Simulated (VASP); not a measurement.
# Ag (Fmmm) in VASP: notebook

Ag is run at these levels: PBEsol; tasks: single point.

Everything below comes from runs of VASP 6.6.1. Logs are shortened: lines on timing, memory, paths and dates and some standing lists are left out, and cuts for length are marked.

## 1. The cell of the first run

It takes space group Fmmm (No. 69, orthorhombic). The conventional cell has a = 3.311 Å, b = 4.551 Å, c = 4.814 Å, α = 90.00°, β = 90.00°, γ = 90.00°. Within 3.7 Å of Ag (site symmetry mmm) lie 14 Ag at 2.81 to 3.31 Å.

## 2. Single point, PBEsol (strain +0.0562 x Voigt [0, 0, 0, 1, 0, 0])

INCAR

```
PREC = Accurate
ENCUT = 520
EDIFF = 1E-7
ISMEAR = 0
SIGMA = 0.15
LREAL = False
LASPH = True
NELM = 80
ALGO = Fast
ISIF = 2
LWAVE = False
LCHARG = True
GGA = PS
LELF = True
LVHAR = True
NBANDS = 12
```

KPOINTS

```
Automatic mesh
0
Gamma
  20 20 20
```

POSCAR

```
Ag
1.0
   -1.6556540000      1.7021778774      1.7021778774
    1.6556540000     -1.6091301226      1.6091301226
    1.6556540000      1.6091301226     -1.6091301226
Ag
1
Direct
    0.0000000000      0.0000000000      0.0000000000
```

Potentials or basis: VASP PAW PBE potentials, release 64 (Ag).

Launch:

```sh
$ cat potpaw_PBE.64/Ag/POTCAR > POTCAR
$ mpirun -np 1 vasp_std > vasp.out
```

OUTCAR:

```text
PREC = Accurate
   ENCUT = 520
   EDIFF = 1E-7
   ISMEAR = 0
   LREAL = False
   LASPH = True
   NELM = 80
   ISIF = 2
   GGA = PS

 ion  position               nearest neighbor table
   1  0.000  0.000  0.000-

  LATTYP: Found a face centered orthorhombic cell.
 ALAT       =     3.3113080000
 B/A-ratio  =     1.3744741613
 C/A-ratio  =     1.4539529635

  Lattice vectors:

 A1 = (   0.0000000000,   3.3113080000,   0.0930477548)
 A2 = (   1.6556540000,   1.7021778774,   1.7021778774)
 A3 = (   1.6556540000,   1.6091301226,  -1.6091301226)

Analysis of symmetry for initial positions (statically):
=====================================================================
 Subroutine PRICEL returns:
 Original cell was already a primitive cell.

 Routine SETGRP: Setting up the symmetry group for a
 face centered orthorhombic supercell.

 Subroutine GETGRP returns: Found  8 space group operations
 (whereof  8 operations were pure point group operations)
 out of a pool of  8 trial point group operations.

The static configuration has the point symmetry D_2h.

Analysis of symmetry for dynamics (positions and initial velocities):
=====================================================================
 Subroutine PRICEL returns:
 Original cell was already a primitive cell.

 Routine SETGRP: Setting up the symmetry group for a
 face centered orthorhombic supercell.

 Subroutine GETGRP returns: Found  8 space group operations
 (whereof  8 operations were pure point group operations)
 out of a pool of  8 trial point group operations.

The dynamic configuration has the point symmetry D_2h.

 Subroutine INISYM returns: Found  8 space group operations
 (whereof  8 operations are pure point group operations),
 and found     1 'primitive' translations

----------------------------------------------------------------------------------------

                                     Primitive cell

  volume of cell :      18.1395

  direct lattice vectors                    reciprocal lattice vectors
    -1.655654000  1.702177877  1.702177877     0.000000000  0.293741334  0.293741334
     1.655654000 -1.609130123  1.609130123     0.301995465 -0.008492779  0.302234112
     1.655654000  1.609130123 -1.609130123     0.301995465  0.302234112 -0.008492779

  length of vectors
     2.921644951  2.814212087  2.814212087     0.415412978  0.427339264  0.427339264

  position of ions in fractional coordinates (direct lattice)
     0.000000000  0.000000000  0.000000000

  ion indices of the primitive-cell ions
[... 78 lines left out ...]
   IBRION =     -1    ionic relax: 0-MD 1-quasi-New 2-CG
   NFREE  =      0    steps in history (QN), initial steepest desc. (CG)
   ISIF   =      2    stress and relaxation
   ISYM   =      2    0-nonsym 1-usesym 2-fastsym
   POTIM  = 0.5000    time-step for ionic-motion
   TEBEG  =    0.0;   TEEND  =   0.0 temperature during run
   PSTRESS=    0.0 pullay stress
   NELECT =      11.0000    total number of electrons
   NUPDOWN=      -1.0000    fix difference up-down
   EMIN   =  10.00;   EMAX   =-10.00  energy-range for DOS
   EFERMI =   0.00;   METHOD = LEGACY
   ISMEAR =     0;   SIGMA  =   0.15  broadening in eV -4-tet -1-fermi 0-gaus
   EFERMI_NEDOS =   21; number of points for ismear=-14 and -15
   IALGO  =     68    algorithm
   IMIX   =      4    mixing-type and parameters
     AMIX     =   0.40;   BMIX     =  1.00
     AMIX_MAG =   1.60;   BMIX_MAG =  1.00
  volume/ion in A,a.u.               =      18.14       122.41
  Fermi-wavevector in a.u.,A,eV,Ry     =   1.385683  2.618561 26.124776  1.920117
  Thomas-Fermi vector in A             =   2.510070
   LORBIT       =      0    0 simple, 1 ext, 2 COOP (PROOUT), +10 PAW based schemes
   GGA     = PS    functional components
   LHFCALC =     F    Hartree Fock is set to
   AEXX    =    0.0000 exact exchange contribution
   IVDW    =     0    specifies the selected vdW correction
   LEPSILON=     F    determine dielectric tensor
   LRPA    =     F    only Hartree local field effects (RPA)
 non-spin polarized calculation
 RMM-DIIS sequential band-by-band and
 Gauss-broadening in eV      SIGMA  =   0.15
  energy-cutoff  :      520.00
  volume of cell :       18.14
 maximum number of plane-waves:       502
 NGX is ok and might be reduce to    24
   NGX = 11   NGY = 11   NGZ = 11

 number of electron      11.0000001 magnetization

 Free energy of the ion-electron system (eV)
  ---------------------------------------------------
  ext. energy  EPLUGINS =         0.00000000
  ---------------------------------------------------
  free energy    TOTEN  =        -3.23041093 eV

  energy without entropy =       -3.22631578  energy(sigma->0) =       -3.22836335

 E-fermi :   7.4192     XC(G=0): -12.0443

 val. band max:        7.4155160845   @ k =   0.2000   0.3000  -0.0000
 cond. band min:       7.4194049291   @ k =   0.2000   0.5000   0.1000
 fundamental gap:      0.0038888446
 Fermi energy:         7.4191673885

 k-point     1 :       0.0000    0.0000    0.0000
  band No.  band energies     occupation
      1       0.0249      2.00000
      2       2.5110      2.00000
      3       2.7135      2.00000
      4       2.9517      2.00000
      5       3.9632      2.00000
      6       3.9836      2.00000
      7      24.5237      0.00000
      8      25.1381      0.00000
      9      25.5465      0.00000
     10      29.7674      0.00000
     11      30.4726      0.00000
     12      30.7073      0.00000
[... 331 lines left out ...]
 k-point    24 :       0.1000    0.1000    0.0000
  band No.  band energies     occupation
      1       0.8564      2.00000
      2       2.4306      2.00000
      3       2.6562      2.00000
      4       3.3996      2.00000
      5       3.8394      2.00000
      6       4.0292      2.00000
      7      21.8892      0.00000
      8      23.0259      0.00000
      9      25.8205      0.00000
     10      25.9827      0.00000
     11      28.6343      0.00000
     12      29.6825      0.00000

 [... further k-points ...]
[... 5 lines left out ...]
  --------------------------------------------------------------------------------------
  -------------------------------------------------------------------------------------
  Total       -0.7880996     -0.8059527     -0.8059527     -0.0000000     -0.2424371     -0.0000000
  in kB      -69.6090965    -71.1859758    -71.1859758     -0.0000000    -21.4133185     -0.0000000
  external PRESSURE =     -70.6603494 kB  Pullay stress =       0.0000000 kB

 VOLUME and BASIS-vectors are now :
 -----------------------------------------------------------------------------
  energy-cutoff  :      520.00
  volume of cell :       18.14
      direct lattice vectors                 reciprocal lattice vectors
    -1.655654000  1.702177877  1.702177877     0.000000000  0.293741334  0.293741334
     1.655654000 -1.609130123  1.609130123     0.301995465 -0.008492779  0.302234112
     1.655654000  1.609130123 -1.609130123     0.301995465  0.302234112 -0.008492779

 POSITION                                       TOTAL-FORCE (eV/Angst)
 -----------------------------------------------------------------------------------
      0.00000      0.00000      0.00000         0.000000     -0.000000      0.000000
 -----------------------------------------------------------------------------------
    total drift:                                0.000000      0.000000     -0.000000

  FREE ENERGIE OF THE ION-ELECTRON SYSTEM (eV)
  ---------------------------------------------------
  free  energy   TOTEN  =        -3.2304109334 eV

  energy  without entropy=       -3.2263157762  energy(sigma->0) =       -3.22836335
```

stdout:

```text
POSCAR found type information on POSCAR Ag
 POSCAR found :  1 types and       1 ions
 scaLAPACK will be used
 -----------------------------------------------------------------------------
|                                                                             |
|                                                                             |
|     You enforced a specific xc type in the INCAR file but a different       |
|     I HOPE YOU KNOW WHAT YOU ARE DOING!                                     |
|                                                                             |
 -----------------------------------------------------------------------------

 LDA part: xc-table for (Slater+PW92), standard interpolation
 POSCAR, INCAR and KPOINTS ok, starting setup
 FFT: planning ... GRIDC
 FFT: planning ... GRID_SOFT
 FFT: planning ... GRID
 WAVECAR not read
 entering main loop
```

It took 74 s on 1 thread of Intel Xeon 6975P-C (Granite Rapids), shared host; peak memory 0.34 GiB.

Results:

```yaml
Free_energy: -3.2304 eV
Pressure: -7.1 GPa
```

Levels at points of the mesh, in eV from the Fermi level:
```csv
k point,band 1,band 2,band 3,band 4,band 5,band 6,band 7,band 8,band 9,band 10
"(0.00, 0.00, 0.00)",-7.39,-4.91,-4.71,-4.47,-3.46,-3.44,17.10,17.72,18.13,22.35
"(0.50, 0.00, 0.00)",-6.07,-5.52,-3.43,-3.24,-2.65,-0.30,3.21,13.38,14.33,19.60
"(0.00, 0.50, 0.00)",-6.04,-5.40,-3.51,-3.36,-2.56,0.01,3.79,12.65,14.34,18.88
"(0.00, 0.50, 0.50)",-6.03,-5.29,-3.58,-3.49,-2.44,0.35,4.37,12.76,13.42,18.82
"(0.50, 0.50, 0.50)",-5.99,-5.97,-2.94,-2.78,-2.60,6.59,6.65,6.78,11.96,12.97
```

Caveat: the cell differs from its parent crystal (strain +0.0562 x Voigt [0, 0, 0, 1, 0, 0]); the PAW data sets were made with another functional, which shifts forces and pressure a little.

## 3. Single point, PBEsol (strain +0.0187 x Voigt [0, 0, 0, 1, 0, 0])

INCAR

```
PREC     = Accurate       # precision mode
ENCUT    = 520            # plane-wave cutoff, eV
EDIFF    = 1E-7           # SCF threshold, eV
ISMEAR   = 0              # smearing method
SIGMA    = 0.15           # smearing width, eV
LREAL    = F              # projectors in reciprocal space
LASPH    = T              # aspherical terms in the spheres
NELM     = 60             # most SCF steps
ALGO     = Fast           # electronic algorithm
ISIF     = 2              # what is computed and relaxed
LWAVE    = F              # write WAVECAR
LCHARG   = T              # write CHGCAR
GGA      = PS             # functional
LELF     = T              # ELF
LVHAR    = T            
NBANDS   = 12             # bands
```

KPOINTS is that of step 2.

POSCAR

```
Ag
1.0
   -1.6556540000      1.6711343649      1.6711343649
    1.6556540000     -1.6401736351      1.6401736351
    1.6556540000      1.6401736351     -1.6401736351
Ag
1
Direct
    0.0000000000      0.0000000000      0.0000000000
```

Potentials or basis: VASP PAW PBE potentials, release 64 (Ag).

Launch:

```sh
$ cat potpaw_PBE.64/Ag/POTCAR > POTCAR
$ mpirun -np 1 vasp_std > vasp.out
```

OUTCAR:

```text
PREC = Accurate
   ENCUT = 520
   EDIFF = 1E-7
   ISMEAR = 0
   LREAL = F
   LASPH = T
   NELM = 60
   ISIF = 2
   GGA = PS

 ion  position               nearest neighbor table
   1  0.000  0.000  0.000-

  LATTYP: Found a face centered orthorhombic cell.
 ALAT       =     3.3113080000
 B/A-ratio  =     1.4009906656
 C/A-ratio  =     1.4274364592

  Lattice vectors:

 A1 = (   0.0000000000,   3.3113080000,   0.0309607298)
[... 532 lines left out ...]
      2       2.5470      2.00000
      3       2.6618      2.00000
      4       3.3266      2.00000
      5       3.7875      2.00000
      6       4.0015      2.00000
      7      22.4310      0.00000
      8      23.0205      0.00000
      9      25.7300      0.00000
     10      25.7999      0.00000
     11      28.3556      0.00000
     12      29.3841      0.00000

 [... further k-points ...]
[... 5 lines left out ...]
  --------------------------------------------------------------------------------------
  -------------------------------------------------------------------------------------
  Total       -0.8255922     -0.8267366     -0.8267366      0.0000000     -0.0700535     -0.0000000
  in kB      -72.8694352    -72.9704426    -72.9704426      0.0000000     -6.1831480     -0.0000000
  external PRESSURE =     -72.9367734 kB  Pullay stress =       0.0000000 kB

 VOLUME and BASIS-vectors are now :
 -----------------------------------------------------------------------------
  energy-cutoff  :      520.00
  volume of cell :       18.15
      direct lattice vectors                 reciprocal lattice vectors
    -1.655654000  1.671134365  1.671134365     0.000000000  0.299197964  0.299197964
     1.655654000 -1.640173635  1.640173635     0.301995465 -0.002823904  0.302021869
     1.655654000  1.640173635 -1.640173635     0.301995465  0.302021869 -0.002823904

 POSITION                                       TOTAL-FORCE (eV/Angst)
 -----------------------------------------------------------------------------------
      0.00000      0.00000      0.00000        -0.000000      0.000000      0.000000
 -----------------------------------------------------------------------------------
    total drift:                               -0.000000      0.000000      0.000000

  FREE ENERGIE OF THE ION-ELECTRON SYSTEM (eV)
  ---------------------------------------------------
  free  energy   TOTEN  =        -3.2355504803 eV

  energy  without entropy=       -3.2305601937  energy(sigma->0) =       -3.23305534
```

It took 70 s on 1 thread of Intel Xeon 6975P-C (Granite Rapids), shared host; peak memory 0.34 GiB.

Results:

```yaml
Free_energy: -3.2356 eV
Pressure: -7.3 GPa
```

Stress tensor (GPa, compression positive):
```
-7.29  0.00  0.00
 0.00 -7.30 -0.62
 0.00 -0.62 -7.30
```

Levels at points of the mesh, in eV from the Fermi level:
| k point | band 1 | band 2 | band 3 | band 4 | band 5 | band 6 | band 7 | band 8 | band 9 | band 10 |
| --- | --- | --- | --- | --- | --- | --- | --- | --- | --- | --- |
| (0.00, 0.00, 0.00) | -7.37 | -4.74 | -4.66 | -4.59 | -3.44 | -3.44 | 17.53 | 17.71 | 17.87 | 22.80 |
| (0.50, 0.00, 0.00) | -6.03 | -5.41 | -3.48 | -3.30 | -2.57 | -0.08 | 3.59 | 13.18 | 14.03 | 19.34 |
| (0.00, 0.50, 0.00) | -6.02 | -5.37 | -3.50 | -3.34 | -2.54 | 0.02 | 3.79 | 13.01 | 13.95 | 19.16 |
| (0.00, 0.50, 0.50) | -6.01 | -5.33 | -3.52 | -3.38 | -2.50 | 0.13 | 3.98 | 12.97 | 13.73 | 19.08 |
| (0.50, 0.50, 0.50) | -5.95 | -5.95 | -2.81 | -2.76 | -2.70 | 6.64 | 6.67 | 6.70 | 11.93 | 12.97 |

Caveat: the cell differs from its parent crystal (strain +0.0187 x Voigt [0, 0, 0, 1, 0, 0]); the PAW data sets were made with another functional, which shifts forces and pressure a little.
